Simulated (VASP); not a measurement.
## Co: single point with PBE

The system is Co.

```xyz
2
Lattice="2.4874 0.0000 0.0000 -1.2437 2.1541 0.0000 0.0000 0.0000 4.0633" Properties=species:S:1:pos:R:3 pbc="T T T"
Co    1.2437    0.7180    1.0559
Co    0.0000    1.4361    3.0074
```

```
Program                : VASP 6.6.1
Task                   : single point
Functional             : PBE
Potentials or basis    : VASP PAW PBE potentials, release 64 (Co)
Cutoff                 : 520 eV
k mesh                 : 14 × 14 × 8
Occupations            : fermi-dirac, width 0.1 eV
Spin                   : collinear spin, ferromagnetic start
Starting moments       : [1.7, 1.7] μB
Dipole correction      : no
Further INCAR settings : ALGO = Normal; EDIFF = 1e-06; NBANDS = 20
```

```
Pressure                                              : -0.3 GPa
Largest force                                         : 0.517 eV/Å
Net moment                                            : 3.20 μB per cell
Site moments                                          : Co +1.62 μB
Valence electrons inside the program's atomic spheres : Co 8.27
```

Forces on the atoms (eV/Å):
```
Co   0.000  0.000 -0.517
Co   0.000  0.000  0.517
```

Stress tensor (GPa, compression positive):
```
 0.29  0.00  0.00
 0.00  0.29  0.00
 0.00  0.00 -1.50
```

Levels at points of the mesh, in eV from the Fermi level:
Spin up:
| k point | band 9 | band 10 | band 11 | band 12 | band 13 | band 14 |
| --- | --- | --- | --- | --- | --- | --- |
| (0.00, 0.00, 0.00) | -1.91 | -0.85 | -0.85 | -0.17 | 6.13 | 22.05 |
| (0.50, 0.00, 0.00) | -0.68 | -0.52 | 1.30 | 3.32 | 9.44 | 10.40 |
| (0.00, 0.00, 0.50) | -1.27 | -1.27 | -1.06 | -1.06 | 14.13 | 15.29 |
| (0.50, 0.00, 0.50) | -0.64 | -0.58 | 1.46 | 1.73 | 7.09 | 7.38 |
Spin down:
| k point | band 3 | band 4 | band 5 | band 6 | band 7 | band 8 | band 9 | band 10 | band 11 | band 12 |
| --- | --- | --- | --- | --- | --- | --- | --- | --- | --- | --- |
| (0.00, 0.00, 0.00) | -1.09 | -0.98 | -0.98 | -0.67 | -0.67 | -0.21 | -0.11 | -0.11 | 1.03 | 1.03 |
| (0.50, 0.00, 0.00) | -3.26 | -1.81 | -1.10 | -1.06 | -0.66 | 1.17 | 1.27 | 1.33 | 2.51 | 4.28 |
| (0.00, 0.00, 0.50) | -1.82 | -1.35 | -1.05 | -1.05 | -1.03 | -1.03 | 0.63 | 0.63 | 0.76 | 0.76 |
| (0.50, 0.00, 0.50) | -2.58 | -2.23 | -0.26 | 0.14 | 0.18 | 0.30 | 1.25 | 1.28 | 2.00 | 2.36 |

Wall time 110 s on 1 thread of Intel(R) Xeon(R) Platinum 8259CL CPU @ 2.50GHz (Skylake/Cascade Lake), with other jobs on the host, peak memory 0.21 GiB.
